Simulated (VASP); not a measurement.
## MgO: relaxation of the atoms with PBE

Slab: MgO, a slab with vacuum.

```
Mg O
1.0
     3.00792    0.00000    0.00000
     0.00000    3.00792    0.00000
     0.00000    0.00000   25.63461
Mg O
6 6
Direct
  0.50000 0.50000 0.29257
  0.00000 0.00000 0.37554
  0.50000 0.50000 0.45851
  0.00000 0.00000 0.54149
  0.50000 0.50000 0.62446
  0.00000 0.00000 0.70743
  0.00000 0.00000 0.29257
  0.50000 0.50000 0.37554
  0.00000 0.00000 0.45851
  0.50000 0.50000 0.54149
  0.00000 0.00000 0.62446
  0.50000 0.50000 0.70743
```

```json
{"Program": "VASP 6.6.1", "Task": "relaxation of the atoms", "Functional": "PBE", "Potentials or basis": "VASP PAW PBE potentials, release 64 (Mg, O)", "Cutoff": "520 eV", "k mesh": "9 × 9 × 1", "Occupations": "gaussian, width 0.05 eV", "Spin": "no spin polarisation", "Dipole correction": "yes", "Further INCAR settings": "ALGO = Normal; EDIFF = 1e-07; IBRION = 2; EDIFFG = -0.02; NSW = 80"}
```

```yaml
Energy_gained_by_relaxing: 1.9 meV/atom
Ionic_steps: 5
Largest_force_after_relaxing: 0.020 eV/Å
Band_gap_on_the_k_mesh: 3.59 eV, direct
```

Forces in eV/Å, atoms in the order of the input:
```
Mg   0.000  0.000  0.010
Mg   0.000  0.000  0.004
Mg   0.000  0.000  0.020
Mg   0.000  0.000 -0.020
Mg   0.000  0.000 -0.004
Mg   0.000  0.000 -0.010
O    0.000  0.000  0.010
O    0.000  0.000  0.001
O    0.000  0.000 -0.014
O    0.000  0.000  0.014
O    0.000  0.000 -0.001
O    0.000  0.000 -0.010
```

Step by step:
```tsv
step	energy change (eV)	largest force (eV/Å)	pressure (GPa)
1	0.0000	0.4696	-2.08
2	-0.0223	0.0922	-2.05
3	-0.0225	0.1027	-2.05
4	-0.0233	0.0226	-2.04
5	-0.0233	0.0198	-2.04
```

Final structure:
```xyz
12
Lattice="3.0079 0.0000 0.0000 0.0000 3.0079 0.0000 0.0000 0.0000 25.6346" Properties=species:S:1:pos:R:3 pbc="T T T"
Mg    1.5040    1.5040    7.5264
Mg    0.0000    0.0000    9.6233
Mg    1.5040    1.5040   11.7539
Mg    0.0000    0.0000   13.8807
Mg    1.5040    1.5040   16.0113
Mg    0.0000    0.0000   18.1083
O     0.0000    0.0000    7.4756
O     1.5040    1.5040    9.6316
O     0.0000    0.0000   11.7540
O     1.5040    1.5040   13.8806
O     0.0000    0.0000   16.0030
O     1.5040    1.5040   18.1590
```

Levels at points of the mesh, in eV from the valence-band top:
```tsv
k point	band 21	band 22	band 23	band 24	band 25	band 26	band 27	band 28
(0.00, 0.00, 0.00)	-0.10	-0.10	0.00	0.00	3.59	3.72	5.01	5.55
```

Run time: 17 min on 1 thread of Intel Xeon 8259CL (shared host), peak memory 0.38 GiB.
